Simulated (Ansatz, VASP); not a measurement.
Given: the input of a run of Ansatz 0.2.0 on CrO2.

File input.yaml:

```yaml
crystal:
  lattice:
    - [4.4713430006, 0.0, 0.0]
    - [0.0, 4.4713430006, 0.0]
    - [0.0, 0.0, 2.995176]
  atoms:
    - { symbol: Cr, position: [0.5, 0.0, 0.7615495], spin: 3.0 }
    - { symbol: Cr, position: [0.0, 0.5, 0.2384505], spin: 3.0 }
    - { symbol: O, position: [0.798293, 0.701707, 0.7463765] }
    - { symbol: O, position: [0.201707, 0.298293, 0.7463765] }
    - { symbol: O, position: [0.298293, 0.798293, 0.2536235] }
    - { symbol: O, position: [0.701707, 0.201707, 0.2536235] }
hamiltonian:
  xc: pbe
  pseudopotentials: { kind: paw }
magnetization:
  spin_polarized: true
kpoints:
  mp_grid: { grid: [6, 6, 9] }
scf:
  occupations: { method: fermi_dirac, width: 0.05 }
output:
  forces: true
  stress: true
  eigenvalues: true
```

Potentials or basis: Ansatz PAW.

The run is started by

```sh
$ ansatz run input.yaml --threads 2 --pin off --max-ram 5120MiB --backend cpu --events-out ev --progress --plain --runs-dir out
```

**Question.** Set up the same calculation for VASP 6.6.1. Potentials there: VASP PAW PBE potentials, release 64 (Cr_pv, O).

**Answer.** As run (the cutoff follows the program's own potentials):

INCAR

```
SYSTEM = CrO2
PREC     = Accurate       ! precision mode
ENCUT    = 520            ! plane-wave cutoff, eV
EDIFF    = 1E-6           ! SCF threshold, eV
ISMEAR   = -1             ! smearing method
SIGMA    = 0.05           ! smearing width, eV
LREAL    = .FALSE.        ! projectors in reciprocal space
LASPH    = .TRUE.         ! aspherical terms in the spheres
NELM     = 150            ! most SCF steps
ALGO     = Normal         ! electronic algorithm
ISIF     = 2              ! what is computed and relaxed
LWAVE    = .FALSE.        ! write WAVECAR
LCHARG   = .FALSE.        ! write CHGCAR
ISPIN    = 2              ! spin polarisation
MAGMOM   = 3 3 0 0 0 0    ! initial moments
LORBIT   = 11             ! projections on sites
LMAXMIX  = 4              ! l up to which the mixer works
GGA      = PE             ! functional
NBANDS   = 37             ! bands
```

File KPOINTS:

```
Automatic mesh
0
G
  6 6 9
  0 0 0
```

POSCAR

```
CrO2
1.0
    4.4713430006      0.0000000000      0.0000000000
    0.0000000000      4.4713430006      0.0000000000
    0.0000000000      0.0000000000      2.9951760000
Cr O
2 4
Direct
    0.5000000000      0.0000000000      0.7615495000
    0.0000000000      0.5000000000      0.2384505000
    0.7982930000      0.7017070000      0.7463765000
    0.2017070000      0.2982930000      0.7463765000
    0.2982930000      0.7982930000      0.2536235000
    0.7017070000      0.2017070000      0.2536235000
```

Potentials or basis: VASP PAW PBE potentials, release 64 (Cr_pv, O).

Command:

```sh
$ cat potpaw_PBE.64/Cr_pv/POTCAR potpaw_PBE.64/O/POTCAR > POTCAR
$ mpirun -np 1 vasp_std > vasp.out
```

Both were run:

|  | VASP | Ansatz | Ansatz less VASP |
| --- | --- | --- | --- |
| gap on the k mesh at the Fermi level (eV) | none | none | - |
| pressure (GPa) | -8.5 | -9.0 | -0.50 |
| traceless stress, the component that is largest in VASP (GPa) | -3.81 | -3.88 | -0.068 |
| rms of the force components (eV/Å) | 0.287 | 0.289 | +0.0014 |
| net moment per atom (μB) | 0.67 | 0.67 | 0.000 |
| size of the moment on the site where the two differ most (μB) | 2.14 | 1.76 | -0.379 |

Site moments also hang on the region over which each program counts them. Atom by atom the forces differ by 0.005 eV/Å (rms over components). A gap of «none» marks a metal or a gap that the smearing closes. VASP's potentials hold 48 valence electrons a cell and Ansatz's 52, so a difference there can come from the potentials and not from the codes.
